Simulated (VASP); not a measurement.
# Pb (Im-3m) in VASP: further runs

Pb is run at these levels: LDA, RPBE; tasks: single point.

Everything below comes from runs of VASP 6.6.1. Logs are shortened: lines on timing, memory, paths and dates and some standing lists are left out, and cuts for length are marked.

## 1. The cell of the first run

It takes space group Im-3m (No. 229, cubic). Conventional cell: a = 3.986 Å, b = 3.986 Å, c = 3.986 Å, α = 90.00°, β = 90.00°, γ = 90.00°. Within 4.5 Å of Pb (site symmetry m-3m) lie 14 Pb at 3.45 to 3.99 Å.

## 2. Single point, LDA (volume scaled by 1.02)

INCAR

```
SYSTEM = Pb
ALGO = Normal
EDIFF = 1E-6
ENCUT = 520
GGA = CA
ISIF = 2
ISMEAR = -1
LASPH = .TRUE.
LCHARG = .TRUE.
LELF = .TRUE.
LREAL = .FALSE.
LVHAR = .TRUE.
LWAVE = .FALSE.
NBANDS = 13
NELM = 100
PREC = Accurate
SIGMA = 0.05
```

KPOINTS

```
k-points
0
G
  9 9 9
  0 0 0
```

POSCAR

```
Pb
1.0
   -1.9927702770      1.9927702770      1.9927702770
    1.9927702770     -1.9927702770      1.9927702770
    1.9927702770      1.9927702770     -1.9927702770
Pb
1
Direct
    0.0000000000      0.0000000000      0.0000000000
```

Potentials or basis: VASP PAW LDA potentials, release 64 (Pb_d).

Started as:

```
cat potpaw_LDA.64/Pb_d/POTCAR > POTCAR
mpirun -np 1 vasp_std > vasp.out
```

OUTCAR:

```text
SYSTEM = Pb
   EDIFF = 1E-6
   ENCUT = 520
   GGA = CA
   ISIF = 2
   ISMEAR = -1
   LASPH = .TRUE.
   LREAL = .FALSE.
   NELM = 100
   PREC = Accurate

 ion  position               nearest neighbor table
   1  0.000  0.000  0.000-

  LATTYP: Found a body centered cubic cell.
 ALAT       =     3.9855405540

  Lattice vectors:

 A1 = (  -1.9927702770,   1.9927702770,   1.9927702770)
 A2 = (   1.9927702770,  -1.9927702770,   1.9927702770)
 A3 = (   1.9927702770,   1.9927702770,  -1.9927702770)

Analysis of symmetry for initial positions (statically):
=====================================================================
 Subroutine PRICEL returns:
 Original cell was already a primitive cell.

 Routine SETGRP: Setting up the symmetry group for a
 body centered cubic supercell.

 Subroutine GETGRP returns: Found 48 space group operations
 (whereof 48 operations were pure point group operations)
 out of a pool of 48 trial point group operations.

The static configuration has the point symmetry O_h .

Analysis of symmetry for dynamics (positions and initial velocities):
=====================================================================
 Subroutine PRICEL returns:
 Original cell was already a primitive cell.

 Routine SETGRP: Setting up the symmetry group for a
 body centered cubic supercell.

 Subroutine GETGRP returns: Found 48 space group operations
 (whereof 48 operations were pure point group operations)
 out of a pool of 48 trial point group operations.

The dynamic configuration has the point symmetry O_h .

 Subroutine INISYM returns: Found 48 space group operations
 (whereof 48 operations are pure point group operations),
 and found     1 'primitive' translations

----------------------------------------------------------------------------------------

                                     Primitive cell

  volume of cell :      31.6542

  direct lattice vectors                    reciprocal lattice vectors
    -1.992770277  1.992770277  1.992770277     0.000000000  0.250906994  0.250906994
     1.992770277 -1.992770277  1.992770277     0.250906994  0.000000000  0.250906994
     1.992770277  1.992770277 -1.992770277     0.250906994  0.250906994  0.000000000

  length of vectors
     3.451579368  3.451579368  3.451579368     0.354836074  0.354836074  0.354836074

  position of ions in fractional coordinates (direct lattice)
     0.000000000  0.000000000  0.000000000

  ion indices of the primitive-cell ions
   primitive index   ion index
                 1           1

----------------------------------------------------------------------------------------

 KPOINTS: k-points

Automatic generation of k-mesh.
 Grid dimensions read from file:
 generate k-points for:    9    9    9

 Generating k-lattice:

  Cartesian coordinates                     Fractional coordinates (reciprocal lattice)
     0.000000000  0.027878555  0.027878555     0.111111111  0.000000000  0.000000000
     0.027878555  0.000000000  0.027878555     0.000000000  0.111111111  0.000000000
     0.027878555  0.027878555  0.000000000     0.000000000  0.000000000  0.111111111

  Length of vectors
     0.039426230  0.039426230  0.039426230

  Shift w.r.t. Gamma in fractional coordinates (k-lattice)
     0.000000000  0.000000000  0.000000000

 Subroutine IBZKPT returns following result:
 ===========================================

 Found     35 irreducible k-points:

 Following reciprocal coordinates:
            Coordinates               Weight
  0.000000  0.000000  0.000000      1.000000
  0.111111  0.000000  0.000000     12.000000
  0.222222  0.000000  0.000000     12.000000
  0.333333  0.000000  0.000000     12.000000
  0.444444  0.000000  0.000000     12.000000
  0.111111  0.111111  0.000000     24.000000
[... 16 lines left out ...]
 -0.333333  0.444444  0.111111     48.000000
 -0.444444 -0.444444  0.111111     24.000000
 [... further k-points ...]
   k-points           NKPTS =     35   k-points in BZ     NKDIM =     35   number of bands    NBANDS=     13
   number of dos      NEDOS =    301   number of ions     NIONS =      1
   total plane-waves  NPLWV =  21952
   dimension x,y,z NGX =    28 NGY =   28 NGZ =   28
   dimension x,y,z NGXF=    56 NGYF=   56 NGZF=   56
   ions per type =               1
   NGX,Y,Z   is equivalent  to a cutoff of  13.49, 13.49, 13.49 a.u.
   NGXF,Y,Z  is equivalent  to a cutoff of  26.97, 26.97, 26.97 a.u.
 SYSTEM =  Pb
   PREC   = accura    normal or accurate (medium, high low for compatibility)
   ISTART =      0    job   : 0-new  1-cont  2-samecut
   ICHARG =      2    charge: 1-file 2-atom 10-const
   ISPIN  =      1    spin polarized calculation?
   LNONCOLLINEAR =      F non collinear calculations
   LSORBIT =      F    spin-orbit coupling
   LASPH  =      T    aspherical Exc in radial PAW
   ENCUT  =  520.0 eV  38.22 Ry    6.18 a.u.   6.42  6.42  6.42*2*pi/ulx,y,z
   NELM   =    100;   NELMIN=  2; NELMDL= -5     # of ELM steps
   EDIFF  = 0.1E-05   stopping-criterion for ELM
   LREAL  =      F    real-space projection
   EDIFFG = 0.1E-04   stopping-criterion for IOM
   NSW    =      0    number of steps for IOM
   IBRION =     -1    ionic relax: 0-MD 1-quasi-New 2-CG
   NFREE  =      0    steps in history (QN), initial steepest desc. (CG)
   ISIF   =      2    stress and relaxation
   ISYM   =      2    0-nonsym 1-usesym 2-fastsym
   POTIM  = 0.5000    time-step for ionic-motion
   TEBEG  =    0.0;   TEEND  =   0.0 temperature during run
   PSTRESS=    0.0 pullay stress
   NELECT =      14.0000    total number of electrons
   NUPDOWN=      -1.0000    fix difference up-down
   EMIN   =  10.00;   EMAX   =-10.00  energy-range for DOS
   EFERMI =   0.00;   METHOD = LEGACY
   ISMEAR =    -1;   SIGMA  =   0.05  broadening in eV -4-tet -1-fermi 0-gaus
   EFERMI_NEDOS =   21; number of points for ismear=-14 and -15
   IALGO  =     38    algorithm
   IMIX   =      4    mixing-type and parameters
     AMIX     =   0.40;   BMIX     =  1.00
     AMIX_MAG =   1.60;   BMIX_MAG =  1.00
  volume/ion in A,a.u.               =      31.65       213.61
  Fermi-wavevector in a.u.,A,eV,Ry     =   1.247308  2.357070 21.167625  1.555777
  Thomas-Fermi vector in A             =   2.381446
   LORBIT       =      0    0 simple, 1 ext, 2 COOP (PROOUT), +10 PAW based schemes
   GGA     = CA    functional components
   LHFCALC =     F    Hartree Fock is set to
   AEXX    =    0.0000 exact exchange contribution
   IVDW    =     0    specifies the selected vdW correction
   LEPSILON=     F    determine dielectric tensor
   LRPA    =     F    only Hartree local field effects (RPA)
 non-spin polarized calculation
  energy-cutoff  :      520.00
  volume of cell :       31.65
 maximum number of plane-waves:       887
 NGX is ok and might be reduce to    28
   NGX = 13   NGY = 13   NGZ = 13

 number of electron      13.9999998 magnetization

 Free energy of the ion-electron system (eV)
  ---------------------------------------------------
  ext. energy  EPLUGINS =         0.00000000
  ---------------------------------------------------
  free energy    TOTEN  =        -4.16725421 eV

  energy without entropy =       -4.16040203  energy(sigma->0) =       -4.16382812

 E-fermi :   6.5643     XC(G=0): -10.2564

 val. band max:        6.4788267782   @ k =   0.3333   0.2222   0.0000
 cond. band min:       6.6382373180   @ k =  -0.2222   0.3333   0.1111
 fundamental gap:      0.1594105398
 Fermi energy:         6.5643277505

 k-point     1 :       0.0000    0.0000    0.0000
  band No.  band energies     occupation
      1     -10.5112      2.00000
      2     -10.5112      2.00000
      3     -10.5112      2.00000
      4     -10.2950      2.00000
      5     -10.2950      2.00000
      6      -4.9560      2.00000
      7      13.7150      0.00000
      8      13.7150      0.00000
      9      13.7150      0.00000
     10      17.6274      0.00000
     11      17.6274      0.00000
     12      17.6274      0.00000
     13      17.8745      0.00000

 k-point     2 :       0.1111    0.0000    0.0000
  band No.  band energies     occupation
      1     -10.5200      2.00000
      2     -10.5004      2.00000
      3     -10.4722      2.00000
      4     -10.3046      2.00000
      5     -10.2959      2.00000
      6      -4.7163      2.00000
      7      11.6076      0.00000
      8      12.9897      0.00000
      9      13.4254      0.00000
     10      16.3419      0.00000
     11      17.0218      0.00000
     12      17.4530      0.00000
     13      19.0857      0.00000

 k-point     3 :       0.2222    0.0000    0.0000
  band No.  band energies     occupation
      1     -10.5421      2.00000
      2     -10.4828      2.00000
      3     -10.3715      2.00000
      4     -10.3218      2.00000
      5     -10.2981      2.00000
      6      -4.0019      2.00000
      7       8.3185      0.00000
      8      11.6518      0.00000
      9      12.7075      0.00000
     10      15.1027      0.00000
     11      16.2218      0.00000
     12      17.7977      0.00000
     13      19.8139      0.00000
[... 305 lines left out ...]
 k-point    23 :      -0.3333    0.4444    0.1111
  band No.  band energies     occupation
      1     -10.5018      2.00000
      2     -10.4486      2.00000
      3     -10.3571      2.00000
      4     -10.3285      2.00000
      5     -10.2196      2.00000
      6      -1.6547      2.00000
      7       4.5644      2.00000
      8       7.5695      0.00000
      9      11.0156      0.00000
     10      14.9706      0.00000
     11      15.9880      0.00000
     12      19.0533      0.00000
     13      19.3075      0.00000

 k-point    24 :      -0.4444   -0.4444    0.1111
  band No.  band energies     occupation
      1     -10.5072      2.00000
      2     -10.4564      2.00000
      3     -10.3675      2.00000
      4     -10.3119      2.00000
      5     -10.1871      2.00000
      6      -0.9002      2.00000
      7       3.4388      2.00000
      8       7.1953      0.00001
      9      10.9130      0.00000
     10      15.2322      0.00000
     11      16.6274      0.00000
     12      17.4482      0.00000
     13      19.1356      0.00000

 [... further k-points ...]
[... 5 lines left out ...]
  --------------------------------------------------------------------------------------
  -------------------------------------------------------------------------------------
  Total       -0.7824978     -0.7824978     -0.7824978      0.0000000     -0.0000000      0.0000000
  in kB      -39.6060935    -39.6060935    -39.6060935      0.0000000     -0.0000000      0.0000000
  external PRESSURE =     -39.6060935 kB  Pullay stress =       0.0000000 kB

 VOLUME and BASIS-vectors are now :
 -----------------------------------------------------------------------------
  energy-cutoff  :      520.00
  volume of cell :       31.65
      direct lattice vectors                 reciprocal lattice vectors
    -1.992770277  1.992770277  1.992770277     0.000000000  0.250906994  0.250906994
     1.992770277 -1.992770277  1.992770277     0.250906994  0.000000000  0.250906994
     1.992770277  1.992770277 -1.992770277     0.250906994  0.250906994  0.000000000

 POSITION                                       TOTAL-FORCE (eV/Angst)
 -----------------------------------------------------------------------------------
      0.00000      0.00000      0.00000        -0.000000      0.000000     -0.000000
 -----------------------------------------------------------------------------------
    total drift:                               -0.000000     -0.000000     -0.000000

  FREE ENERGIE OF THE ION-ELECTRON SYSTEM (eV)
  ---------------------------------------------------
  free  energy   TOTEN  =        -4.1672542148 eV

  energy  without entropy=       -4.1604020272  energy(sigma->0) =       -4.16382812
```

It took 6.9 s on 1 thread of Intel Xeon Platinum 8488C (Sapphire Rapids), shared host; peak memory 0.14 GiB.

What came out:

```
Free energy            : -4.1673 eV
Pressure               : -4.0 GPa
Band gap on the k mesh : zero (band 7 reaches 13.71 eV, above the bottom of band 8 at 4.59 eV)
```

Levels at points of the mesh, in eV from the Fermi level:
```csv
k point,band 4,band 5,band 6,band 7,band 8,band 9,band 10,band 11
"(0.00, 0.00, 0.00)",-16.86,-16.86,-11.52,7.15,7.15,7.15,11.06,11.06
```

Caveat: spin-orbit coupling is left out, which moves the levels of the heavy elements.

(Continued in part 2 of 2.)
